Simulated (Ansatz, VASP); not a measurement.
Two plane-wave programs on LaHg3N2

```
La Hg N
1.0
     4.52979    0.00000    0.00000
     0.00000    4.52979    0.00000
     0.00000    0.00000    7.20081
La Hg N
1 3 2
Direct
  0.50000 0.50000 0.00000
  0.50000 0.00000 0.55789
  0.00000 0.50000 0.44211
  0.00000 0.00000 0.00000
  0.50000 0.00000 0.88064
  0.00000 0.50000 0.11936
```

Change from the starting cell: species swapped into the Hf2SiAs3 type (P-4m2, No. 115).

Alike in both runs: functional PBE; k mesh 6 × 6 × 2; occupations gaussian, width 0.1 eV; no spin polarisation.

Ansatz relaxed the structure, and its values are those at the end. VASP's run is a single point on that final structure, the one shown.

```csv
,VASP,Ansatz
version,VASP 6.6.1,Ansatz 0.2.0
potentials or method,"VASP PAW PBE potentials, release 64 (La, Hg, N), cutoff 520 eV","scalar-relativistic, plane waves, PAW"
valence electrons in the cell,57,81
```

```csv
,VASP,Ansatz,Ansatz less VASP
gap on the k mesh at the Fermi level (eV),none,none,-
pressure (GPa),0.2,0.0,-0.20
rms of the force components (eV/Å),0.010,0.010,+0.0003
```

A gap of «none» marks a metal or a gap that the smearing closes. VASP's potentials hold 57 valence electrons a cell and Ansatz's 81, so a difference there can come from the potentials and not from the codes.

The k mesh is coarse, so the values compare programs but aren't converged. Spin-orbit coupling is off throughout.
